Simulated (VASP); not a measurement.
# KBr (Fm-3m) in VASP: vibrations by perturbation theory with PBEsol

Aim: the vibrations by perturbation theory of KBr with PBEsol.

All numbers are computed with VASP 6.6.1; they aren't measurements. Logs are shortened: lines on timing, memory, paths and dates and some standing lists are left out, and cuts for length are marked.

## Step 1: The cell of the first run

Symmetry: Fm-3m, No. 225, cubic system. The conventional cell has a = 5.854 Å, b = 5.854 Å, c = 5.854 Å, α = 90.00°, β = 90.00°, γ = 90.00°. K (site symmetry m-3m) has 6 Br at 2.93 Å within 3.9 Å. Br (site symmetry m-3m) has 6 K at 2.93 Å within 3.9 Å.

## Step 2: Vibrations by perturbation theory, PBEsol

File INCAR:

```
  ALGO = Normal
  EDIFF = 1E-8
  ENCUT = 520
  GGA = PS
  IBRION = 8
  ISIF = 2
  ISMEAR = 0
  LASPH = T
  LCHARG = T
  LEPSILON = T
  LREAL = F
  LWAVE = F
  NBANDS = 15
  NELM = 80
  NSW = 1
  PREC = Accurate
  SIGMA = 0.01
```

File KPOINTS:

```
k-points
0
Gamma
  8 8 8
```

File POSCAR:

```
KBr
1.0
    0.0000000000      2.9270851505      2.9270851505
    2.9270851505      0.0000000000      2.9270851505
    2.9270851505      2.9270851505      0.0000000000
K Br
1 1
Direct
    0.0000000000      0.0000000000      0.0000000000
    0.5000000000      0.5000000000      0.5000000000
```

Potentials or basis: VASP PAW PBE potentials, release 64 (K_sv, Br).

Launch:

```
$ cat potpaw_PBE.64/K_sv/POTCAR potpaw_PBE.64/Br/POTCAR > POTCAR
$ mpirun -np 1 vasp_std > vasp.out
```

OUTCAR:

```text
EDIFF = 1E-8
   ENCUT = 520
   GGA = PS
   IBRION = 8
   ISIF = 2
   ISMEAR = 0
   LASPH = T
   LEPSILON = T
   LREAL = F
   NELM = 80
   NSW = 1
   PREC = Accurate

 ion  position               nearest neighbor table
   1  0.000  0.000  0.000-   2 2.93   2 2.93   2 2.93   2 2.93   2 2.93   2 2.93
   2  0.500  0.500  0.500-   1 2.93   1 2.93   1 2.93   1 2.93   1 2.93   1 2.93

  LATTYP: Found a face centered cubic cell.
 ALAT       =     5.8541703010

  Lattice vectors:

 A1 = (   0.0000000000,   2.9270851505,   2.9270851505)
 A2 = (   2.9270851505,   0.0000000000,   2.9270851505)
 A3 = (   2.9270851505,   2.9270851505,   0.0000000000)

Analysis of symmetry for initial positions (statically):
=====================================================================
 Subroutine PRICEL returns:
 Original cell was already a primitive cell.

 Routine SETGRP: Setting up the symmetry group for a
 face centered cubic supercell.

 Subroutine GETGRP returns: Found 48 space group operations
 (whereof 48 operations were pure point group operations)
 out of a pool of 48 trial point group operations.

The static configuration has the point symmetry O_h .

Analysis of symmetry for dynamics (positions and initial velocities):
=====================================================================
 Subroutine PRICEL returns:
 Original cell was already a primitive cell.

 Routine SETGRP: Setting up the symmetry group for a
 face centered cubic supercell.

 Subroutine GETGRP returns: Found 48 space group operations
 (whereof 48 operations were pure point group operations)
 out of a pool of 48 trial point group operations.

The dynamic configuration has the point symmetry O_h .

 Subroutine INISYM returns: Found 48 space group operations
 (whereof 48 operations are pure point group operations),
 and found     1 'primitive' translations

[... 665 lines left out ...]

 MACROSCOPIC STATIC DIELECTRIC TENSOR (including local field effects in DFT)
 ------------------------------------------------------
           3.139243     0.000000    -0.000000
          -0.000000     3.139243     0.000000
          -0.000000    -0.000000     3.139243
 ------------------------------------------------------

 PIEZOELECTRIC TENSOR (including local field effects)  for field in x, y, z        (e  Angst)
          XX          YY          ZZ          XY          YZ          ZX
  --------------------------------------------------------------------------------
  x     0.00000     0.00000     0.00000     0.00000     0.00000     0.00000
  y     0.00000     0.00000     0.00000     0.00000     0.00000     0.00000
  z     0.00000     0.00000     0.00000     0.00000     0.00000     0.00000

 PIEZOELECTRIC TENSOR (including local field effects)  for field in x, y, z        (C/m^2)
          XX          YY          ZZ          XY          YZ          ZX
  --------------------------------------------------------------------------------
  x     0.00000     0.00000     0.00000     0.00000     0.00000     0.00000
  y     0.00000     0.00000     0.00000     0.00000     0.00000     0.00000
  z     0.00000     0.00000     0.00000     0.00000     0.00000     0.00000

 BORN EFFECTIVE CHARGES (including local field effects) (in |e|, cummulative output)
 ---------------------------------------------------------------------------------
 ion    1
    1     1.04365    -0.00000     0.00000
    2     0.00000     1.04365     0.00000
    3     0.00000     0.00000     1.04365
 ion    2
    1    -1.04365     0.00000     0.00000
    2    -0.00000    -1.04365     0.00000
    3     0.00000     0.00000    -1.04365

 INTERNAL STRAIN TENSOR FOR ION    2 for displacements in x,y,z  (eV/Angst):
          X           Y           Z          XY          YZ          ZX
  --------------------------------------------------------------------------------
  x     0.00000     0.00000     0.00000     0.00000     0.00000     0.00000
  y     0.00000     0.00000     0.00000     0.00000     0.00000     0.00000
  z     0.00000     0.00000     0.00000     0.00000     0.00000     0.00000

 SECOND DERIVATIVES (NOT SYMMETRIZED)
 ------------------------------------
               1X          1Y          1Z          2X          2Y          2Z
  1X    -4.576943    0.000000    0.000000    4.576943    0.000000    0.000000
  1Y     0.000000   -4.576943    0.000000    0.000000    4.576943    0.000000
  1Z     0.000000    0.000000   -4.576943    0.000000    0.000000    4.576943
  2X     4.572503    0.000000    0.000000   -4.572503    0.000000    0.000000
  2Y     0.000000    4.572503    0.000000    0.000000   -4.572503    0.000000
  2Z     0.000000    0.000000    4.572503    0.000000    0.000000   -4.572503

 Eigenvectors and eigenvalues of the dynamical matrix
 ----------------------------------------------------

   1 f  =    6.526568 THz    41.007638 2PiTHz  217.702884 cm-1    26.991705 meV
             X         Y         Z           dx          dy          dz
      0.000000  0.000000  0.000000    -0.819552    0.000000    0.000000
      2.927085  2.927085  2.927085     0.573005    0.000000    0.000000
[... 21 lines left out ...]
   6 f/i=    0.001487 THz     0.009345 2PiTHz    0.049610 cm-1     0.006151 meV
             X         Y         Z           dx          dy          dz
      0.000000  0.000000  0.000000     0.000000   -0.221390   -0.528509
      2.927085  2.927085  2.927085     0.000000   -0.316647   -0.755910

--------------------------------------------------------------------------------------------------------

 MACROSCOPIC STATIC DIELECTRIC TENSOR IONIC CONTRIBUTION
 ------------------------------------------------------
           0.858964     0.000000     0.000000
           0.000000     0.858964    -0.000000
           0.000000    -0.000000     0.858964
 ------------------------------------------------------

 ELASTIC MODULI CONTR FROM IONIC RELAXATION (kBar)
 Direction    XX          YY          ZZ          XY          YZ          ZX
 --------------------------------------------------------------------------------
 XX           0.0000      0.0000      0.0000      0.0000      0.0000      0.0000
 YY           0.0000      0.0000      0.0000      0.0000      0.0000      0.0000
 ZZ           0.0000      0.0000      0.0000      0.0000      0.0000      0.0000
 XY           0.0000      0.0000      0.0000      0.0000      0.0000      0.0000
 YZ           0.0000      0.0000      0.0000      0.0000      0.0000      0.0000
 ZX           0.0000      0.0000      0.0000      0.0000      0.0000      0.0000
 --------------------------------------------------------------------------------

 PIEZOELECTRIC TENSOR IONIC CONTR  for field in x, y, z        (C/m^2)
          XX          YY          ZZ          XY          YZ          ZX
  --------------------------------------------------------------------------------
  x     0.00000     0.00000     0.00000     0.00000     0.00000     0.00000
  y     0.00000     0.00000     0.00000     0.00000     0.00000     0.00000
  z     0.00000     0.00000     0.00000     0.00000     0.00000     0.00000
```

Wall time 6.9 min (1 thread of Intel Xeon Platinum 8259CL at 2.50GHz (Skylake/Cascade Lake), shared host); peak memory 0.28 GiB.

Results:

```
Electronic dielectric tensor (diagonal)                 : 3.14
Born charges (mean of the diagonal)                     : K +1.04; Br -1.04 e
Highest phonon frequency at Γ, LO-TO splitting left out : 218 cm⁻¹
```

Phonon frequencies in cm⁻¹ (negative: imaginary):
```csv
q point,frequencies
"(0.000, 0.000, 0.000)",0 0 0 218 218 218
```

Electronic dielectric tensor:
```
3.14 0.00 0.00
0.00 3.14 0.00
0.00 0.00 3.14
```

Born effective charge tensors (e):
atom 1, K
```
1.04 0.00 0.00
0.00 1.04 0.00
0.00 0.00 1.04
```
atom 2, Br
```
-1.04  0.00  0.00
 0.00 -1.04  0.00
 0.00  0.00 -1.04
```

Caveat: the cell wasn't relaxed at this level first, which shifts response properties.
